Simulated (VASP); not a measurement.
Input of a VASP 6.6.1 run:

Contents of INCAR:

```
SYSTEM = Ga
PREC = Accurate
ENCUT = 520
EDIFF = 1E-8
ISMEAR = -1
SIGMA = 0.03
LREAL = .False.
LASPH = .True.
NELM = 80
ALGO = Normal
ISIF = 2
LWAVE = .False.
LCHARG = .False.
GGA = PS
LEFG = .True.
NBANDS = 12
```

File KPOINTS:

```
regular mesh
0
Gamma
  16 16 16
  0 0 0
```

File POSCAR:

```
Ga
1.0
   -1.4040000000      1.4040000000      2.2735800000
    1.4040000000     -1.4040000000      2.2735800000
    1.4040000000      1.4040000000     -2.2735800000
Ga
1
Direct
    0.0000000000      0.0000000000      0.0000000000
```

Potentials or basis: VASP PAW PBE potentials, release 64 (Ga_d).

The run is started by

```console
$ cat potpaw_PBE.64/Ga_d/POTCAR > POTCAR
$ mpirun -np 1 vasp_std > vasp.out
```

Estimate the pressure.

-0.4 GPa.

Electric field gradients, principal values (V/Å²):
| atom | least | middle | greatest (by size) |
| --- | --- | --- | --- |
| 1 Ga | -12.607 | -12.613 | 25.220 |

Caveat: the cell differs from its parent crystal (zz strain of +2 %); without QUAD_EFG the Cq values of the log hold for a quadrupole moment of 1 mb, not for the nuclei; the PAW data sets were made with another functional, which shifts forces and pressure a little.
